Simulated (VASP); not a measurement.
# BN (F-43m) in VASP: a series of runs, part 2 of 2

VASP 6.6.1. The steps go on from the part before.

## (4) Single point, r2SCAN

This run uses another cell than the first one, of 5.33 Å³/atom, 0.943 times its volume.

The input, POSCAR:

```
BN
1.0
    0.0000000000      1.7466500000      1.7466500000
    1.7466500000      0.0000000000      1.7466500000
    1.7466500000      1.7466500000      0.0000000000
B N
1 1
Direct
    0.0000000000      0.0000000000      0.0000000000
    0.2500000000      0.2500000000      0.2500000000
```

The input, INCAR.step1:

```
SYSTEM = BN
ALGO = Normal
EDIFF = 1E-5
ENCUT = 660
GGA = PE
GGA_COMPAT = .FALSE.
ISMEAR = 0
LASPH = .TRUE.
LCHARG = .FALSE.
LREAL = .FALSE.
LWAVE = .TRUE.
NBANDS = 11
NELM = 120
PREC = Accurate
SIGMA = 0.01
```

The input, INCAR.step2:

```
SYSTEM = BN
ALGO = Normal
EDIFF = 1E-6
ENCUT = 660
GGA_COMPAT = .FALSE.
ISIF = 2
ISMEAR = 0
ISTART = 1
LASPH = .TRUE.
LCHARG = .FALSE.
LMIXTAU = .TRUE.
LREAL = .FALSE.
LWAVE = .FALSE.
METAGGA = R2SCAN
NBANDS = 11
NELM = 120
PREC = Accurate
SIGMA = 0.01
```

The input, KPOINTS:

```
k-points
0
G
  4 4 4
  0 0 0
```

Potentials or basis: VASP PAW PBE potentials, release 64 (B, N).

Launch:

```bash
cat potpaw_PBE.64/B/POTCAR potpaw_PBE.64/N/POTCAR > POTCAR
cp INCAR.step1 INCAR
mpirun -np 1 vasp_std > vasp.out
cp INCAR.step2 INCAR
mpirun -np 1 vasp_std > vasp.out
```

OUTCAR:

```text
SYSTEM = BN
   EDIFF = 1E-6
   ENCUT = 660
   ISIF = 2
   ISMEAR = 0
   ISTART = 1
   LASPH = .TRUE.
   LREAL = .FALSE.
   METAGGA = R2SCAN
   NELM = 120
   PREC = Accurate

 ion  position               nearest neighbor table
   1  0.000  0.000  0.000-   2 1.51   2 1.51   2 1.51   2 1.51
   2  0.250  0.250  0.250-   1 1.51   1 1.51   1 1.51   1 1.51

  LATTYP: Found a face centered cubic cell.
 ALAT       =     3.4933000000

  Lattice vectors:

 A1 = (   0.0000000000,   1.7466500000,   1.7466500000)
 A2 = (   1.7466500000,   0.0000000000,   1.7466500000)
 A3 = (   1.7466500000,   1.7466500000,   0.0000000000)

Analysis of symmetry for initial positions (statically):
=====================================================================
 Subroutine PRICEL returns:
 Original cell was already a primitive cell.

 Routine SETGRP: Setting up the symmetry group for a
 face centered cubic supercell.

 Subroutine GETGRP returns: Found 24 space group operations
 (whereof 24 operations were pure point group operations)
 out of a pool of 48 trial point group operations.

The static configuration has the point symmetry T_d .

Analysis of symmetry for dynamics (positions and initial velocities):
=====================================================================
 Subroutine PRICEL returns:
 Original cell was already a primitive cell.

 Routine SETGRP: Setting up the symmetry group for a
 face centered cubic supercell.

 Subroutine GETGRP returns: Found 24 space group operations
 (whereof 24 operations were pure point group operations)
 out of a pool of 48 trial point group operations.

The dynamic configuration has the point symmetry T_d .

 Subroutine INISYM returns: Found 24 space group operations
 (whereof 24 operations are pure point group operations),
 and found     1 'primitive' translations

----------------------------------------------------------------------------------------

                                     Primitive cell

  volume of cell :      10.6573

  direct lattice vectors                    reciprocal lattice vectors
     0.000000000  1.746650000  1.746650000    -0.286262273  0.286262273  0.286262273
     1.746650000  0.000000000  1.746650000     0.286262273 -0.286262273  0.286262273
     1.746650000  1.746650000  0.000000000     0.286262273  0.286262273 -0.286262273

  length of vectors
     2.470136119  2.470136119  2.470136119     0.495820802  0.495820802  0.495820802

  position of ions in fractional coordinates (direct lattice)
     0.000000000  0.000000000  0.000000000
     0.250000000  0.250000000  0.250000000

  ion indices of the primitive-cell ions
   primitive index   ion index
                 1           1
                 2           2

----------------------------------------------------------------------------------------

 KPOINTS: k-points

Automatic generation of k-mesh.
 Grid dimensions read from file:
 generate k-points for:    4    4    4

 Generating k-lattice:

  Cartesian coordinates                     Fractional coordinates (reciprocal lattice)
    -0.071565568  0.071565568  0.071565568     0.250000000  0.000000000  0.000000000
     0.071565568 -0.071565568  0.071565568     0.000000000  0.250000000  0.000000000
     0.071565568  0.071565568 -0.071565568     0.000000000  0.000000000  0.250000000

  Length of vectors
     0.123955200  0.123955200  0.123955200

  Shift w.r.t. Gamma in fractional coordinates (k-lattice)
     0.000000000  0.000000000  0.000000000

 Subroutine IBZKPT returns following result:
 ===========================================

 Found      8 irreducible k-points:

 Following reciprocal coordinates:
            Coordinates               Weight
  0.000000  0.000000  0.000000      1.000000
  0.250000  0.000000  0.000000      8.000000
  0.500000  0.000000  0.000000      4.000000
  0.250000  0.250000  0.000000      6.000000
  0.500000  0.250000  0.000000     24.000000
 -0.250000  0.250000  0.000000     12.000000
  0.500000  0.500000  0.000000      3.000000
 -0.250000  0.500000  0.250000      6.000000
   k-points           NKPTS =      8   k-points in BZ     NKDIM =      8   number of bands    NBANDS=     11
   number of dos      NEDOS =    301   number of ions     NIONS =      2
   total plane-waves  NPLWV =  13824
   dimension x,y,z NGX =    24 NGY =   24 NGZ =   24
   dimension x,y,z NGXF=    48 NGYF=   48 NGZF=   48
   ions per type =               1   1
   NGX,Y,Z   is equivalent  to a cutoff of  16.15, 16.15, 16.15 a.u.
   NGXF,Y,Z  is equivalent  to a cutoff of  32.31, 32.31, 32.31 a.u.
 SYSTEM =  BN
   PREC   = accura    normal or accurate (medium, high low for compatibility)
   ISTART =      1    job   : 0-new  1-cont  2-samecut
   ICHARG =      0    charge: 1-file 2-atom 10-const
   ISPIN  =      1    spin polarized calculation?
   LNONCOLLINEAR =      F non collinear calculations
   LSORBIT =      F    spin-orbit coupling
   LASPH  =      T    aspherical Exc in radial PAW
   ENCUT  =  660.0 eV  48.51 Ry    6.96 a.u.   5.17  5.17  5.17*2*pi/ulx,y,z
   NELM   =    120;   NELMIN=  2; NELMDL=  0     # of ELM steps
   EDIFF  = 0.1E-05   stopping-criterion for ELM
   LREAL  =      F    real-space projection
   EDIFFG = 0.1E-04   stopping-criterion for IOM
   NSW    =      0    number of steps for IOM
   IBRION =     -1    ionic relax: 0-MD 1-quasi-New 2-CG
   NFREE  =      0    steps in history (QN), initial steepest desc. (CG)
   ISIF   =      2    stress and relaxation
   ISYM   =      2    0-nonsym 1-usesym 2-fastsym
   POTIM  = 0.5000    time-step for ionic-motion
   TEBEG  =    0.0;   TEEND  =   0.0 temperature during run
   PSTRESS=    0.0 pullay stress
   NELECT =       8.0000    total number of electrons
   NUPDOWN=      -1.0000    fix difference up-down
   EMIN   =  10.00;   EMAX   =-10.00  energy-range for DOS
   EFERMI =   0.00;   METHOD = LEGACY
   ISMEAR =     0;   SIGMA  =   0.01  broadening in eV -4-tet -1-fermi 0-gaus
   EFERMI_NEDOS =   21; number of points for ismear=-14 and -15
   IALGO  =     38    algorithm
   IMIX   =      4    mixing-type and parameters
     AMIX     =   0.40;   BMIX     =  1.00
     AMIX_MAG =   1.60;   BMIX_MAG =  1.00
  volume/ion in A,a.u.               =       5.33        35.96
  Fermi-wavevector in a.u.,A,eV,Ry     =   1.487838  2.811606 30.118693  2.213662
  Thomas-Fermi vector in A             =   2.600948
   LORBIT       =      0    0 simple, 1 ext, 2 COOP (PROOUT), +10 PAW based schemes
   METAGGA = R2SCAN    functional components
   LHFCALC =     F    Hartree Fock is set to
   AEXX    =    0.0000 exact exchange contribution
   IVDW    =     0    specifies the selected vdW correction
   LEPSILON=     F    determine dielectric tensor
   LRPA    =     F    only Hartree local field effects (RPA)
 non-spin polarized calculation
 Gauss-broadening in eV      SIGMA  =   0.01
  energy-cutoff  :      660.00
  volume of cell :       10.66
 maximum number of plane-waves:       415
 NGX is ok and might be reduce to    24
   NGX = 11   NGY = 11   NGZ = 11

 number of electron       8.0000000 magnetization

 Free energy of the ion-electron system (eV)
  ---------------------------------------------------
  ext. energy  EPLUGINS =         0.00000000
  ---------------------------------------------------
  free energy    TOTEN  =       -18.93589009 eV

  energy without entropy =      -18.93589009  energy(sigma->0) =      -18.93589009

 E-fermi :   8.7126     XC(G=0): -14.1890

 val. band max:        8.5936280334   @ k =   0.0000   0.0000   0.0000
 cond. band min:      13.6657518016   @ k =   0.5000   0.5000   0.0000
 fundamental gap:      5.0721237682
 Fermi energy:         8.7125816633

 k-point     1 :       0.0000    0.0000    0.0000
  band No.  band energies     occupation
      1     -13.9509      2.00000
      2       8.5936      2.00000
      3       8.5936      2.00000
      4       8.5936      2.00000
      5      18.6005      0.00000
      6      18.6005      0.00000
      7      18.6005      0.00000
      8      21.4725      0.00000
      9      36.7752      0.00000
     10      38.6086      0.00000
     11      38.6086      0.00000
[... 85 lines left out ...]
 k-point     8 :      -0.2500    0.5000    0.2500
  band No.  band energies     occupation
      1      -7.1887      2.00000
      2       0.1383      2.00000
      3       0.5385      2.00000
      4       1.1249      2.00000
      5      19.3876      0.00000
      6      24.1427      0.00000
      7      24.6795      0.00000
      8      25.8520      0.00000
      9      30.9735      0.00000
     10      37.6513      0.00000
     11      41.3206      0.00000

------------------------ aborting loop because EDIFF is reached ----------------------------------------

  FORCE on cell =-STRESS in cart. coord.  units (eV):
  Direction    XX          YY          ZZ          XY          YZ          ZX
  --------------------------------------------------------------------------------------
  -------------------------------------------------------------------------------------
  Total        3.2279487      3.2279487      3.2279487     -0.0000000     -0.0000000      0.0000000
  in kB      485.2768130    485.2768130    485.2768130     -0.0000000     -0.0000000      0.0000000
  external PRESSURE =     485.2768130 kB  Pullay stress =       0.0000000 kB

 VOLUME and BASIS-vectors are now :
 -----------------------------------------------------------------------------
  energy-cutoff  :      660.00
  volume of cell :       10.66
      direct lattice vectors                 reciprocal lattice vectors
     0.000000000  1.746650000  1.746650000    -0.286262273  0.286262273  0.286262273
     1.746650000  0.000000000  1.746650000     0.286262273 -0.286262273  0.286262273
     1.746650000  1.746650000  0.000000000     0.286262273  0.286262273 -0.286262273

 POSITION                                       TOTAL-FORCE (eV/Angst)
 -----------------------------------------------------------------------------------
      0.00000      0.00000      0.00000         0.000000     -0.000000     -0.000000
      0.87333      0.87333      0.87333        -0.000000      0.000000      0.000000
 -----------------------------------------------------------------------------------
    total drift:                                0.000000      0.000000     -0.000000

  FREE ENERGIE OF THE ION-ELECTRON SYSTEM (eV)
  ---------------------------------------------------
  free  energy   TOTEN  =       -18.9358900920 eV

  energy  without entropy=      -18.9358900920  energy(sigma->0) =      -18.93589009
```

Run time: 14 s. Hardware: 1 thread of AMD EPYC 7R43 (Zen 3), shared host; peak memory 0.1 GiB.

Results:

- Free energy: -18.9359 eV
- Pressure: 48.5 GPa
- Band gap on the k mesh: 5.07 eV, indirect (least direct gap 10.01 eV)

Caveat: the k points lie up to 0.78 Å⁻¹ apart; the PAW data sets were made with another functional, which shifts forces and pressure a little.

## (5) Single point, PBE

This run uses another cell than the first one, of 5.01 Å³/atom, 0.887 times its volume.

The input, INCAR:

```
ALGO = Normal
EDIFF = 1E-6
ENCUT = 600
GGA = PE
GGA_COMPAT = F
ISIF = 2
ISMEAR = 0
LASPH = T
LCHARG = F
LREAL = F
LWAVE = F
NBANDS = 11
NELM = 120
PREC = Accurate
SIGMA = 0.01
```

The input, KPOINTS:

```
k-points
0
Gamma
  2 2 2
```

The input, POSCAR:

```
BN
1.0
    0.0000000000      1.7109940800      1.7109940800
    1.7109940800      0.0000000000      1.7109940800
    1.7109940800      1.7109940800      0.0000000000
B N
1 1
Direct
    0.0000000000      0.0000000000      0.0000000000
    0.2500000000      0.2500000000      0.2500000000
```

Launch:

```bash
cat potpaw_PBE.64/B/POTCAR potpaw_PBE.64/N/POTCAR > POTCAR
mpirun -np 1 vasp_std > vasp.out
```

Wall time 2 s (1 thread of Intel Xeon 6455B, shared host); peak memory 0.11 GiB.

It converged, with:

| Property | Result |
| --- | --- |
| Free energy | -14.2867 eV |
| Pressure | 121.0 GPa |
| Band gap on the k mesh | 4.21 eV, indirect (least direct gap 9.15 eV) |

Levels at points of the mesh, in eV from the valence-band top:
```
           k point  band 1  band 2  band 3  band 4  band 5  band 6  band 7  band 8
(0.00, 0.00, 0.00)  -22.49    0.00    0.00    0.00    9.15    9.15    9.15   13.03
(0.50, 0.00, 0.00)  -17.35  -12.63   -2.37   -2.37   11.20   11.20   12.11   16.77
(0.50, 0.50, 0.00)  -15.72  -10.34   -5.97   -5.97    4.21    9.67   20.43   20.43
```

Caveat: the k points lie up to 1.59 Å⁻¹ apart.

## (6) The runs side by side

```tsv
level	cell	k mesh	cutoff (eV)	gap on the mesh (eV)	pressure (GPa)
PBE	a = 2.519 Å, angles 60.0°, 2 atoms	4 × 4 × 4	600	4.48	22.4
r2SCAN	a = 2.470 Å, angles 60.0°, 2 atoms	4 × 4 × 4	660	5.07	48.5
PBE	a = 2.420 Å, angles 60.0°, 2 atoms	2 × 2 × 2	600	4.21	121.0
```

Alike in all rows: task single point; potentials or basis VASP PAW PBE potentials, release 64 (B, N); no spin polarisation; smearing gaussian 0.01 eV.

Caveats: all runs use coarse meshes; the PAW data sets were made with another functional, which shifts forces and pressure a little (some runs).

Total energies depend on the potentials used, so only differences within one code and one set of settings carry meaning.
